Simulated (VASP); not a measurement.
# SrErAs3: single point with PBE

Crystal: SrErAs3.

```
CELL_PARAMETERS angstrom
5.38486 0.00000 0.00000
0.00000 5.38486 0.00000
0.00000 0.00000 5.38486
ATOMIC_POSITIONS crystal
Sr 0.00000 0.00000 0.00000
Er 0.50000 0.50000 0.50000
As 0.50000 0.00000 0.00000
As 0.00000 0.50000 0.00000
As 0.00000 0.00000 0.50000
```

The cell was built from a structure type or drawn by symmetry, and may not be a known phase.

- Program: VASP 6.6.1
- Task: single point
- Functional: PBE
- Potentials or basis: VASP PAW PBE potentials, release 64 (Sr_sv, Er_3, As), 4f in core
- Cutoff: 500 eV
- k mesh: 8 × 8 × 8
- Occupations: gaussian, width 0.1 eV
- Spin: no spin polarisation

The pressure is 0.2 GPa and the band gap on the k mesh is zero (bands 17 and 18 overlap by 0.52 eV).

Levels at points of the mesh, in eV from the Fermi level:
```csv
k point,band 13,band 14,band 15,band 16,band 17,band 18,band 19,band 20,band 21,band 22
"(0.00, 0.00, 0.00)",-1.91,-0.21,-0.21,-0.21,-0.12,0.86,0.86,1.00,1.00,1.00
"(0.50, 0.00, 0.00)",-1.67,-1.67,-1.48,-1.48,-1.41,0.91,0.91,1.26,1.57,2.57
"(0.50, 0.50, 0.00)",-1.75,-1.75,-1.38,-1.32,-1.32,0.16,0.67,1.16,1.67,2.53
"(0.50, 0.50, 0.50)",-3.12,-3.02,-1.35,-1.35,-0.26,1.20,1.20,1.20,1.41,1.41
```

Run time: 97 s on 1 thread of Intel(R) Xeon(R) 6975P-C (Granite Rapids), on a shared host, peak memory 0.33 GiB.

Caveat: spin-orbit coupling is left out, which moves the levels of the heavy elements; the 4f electrons are frozen in the core, so they carry no moment and show no levels. Spin polarisation is off, so any magnetic state and its effect on volume and gap are missing.
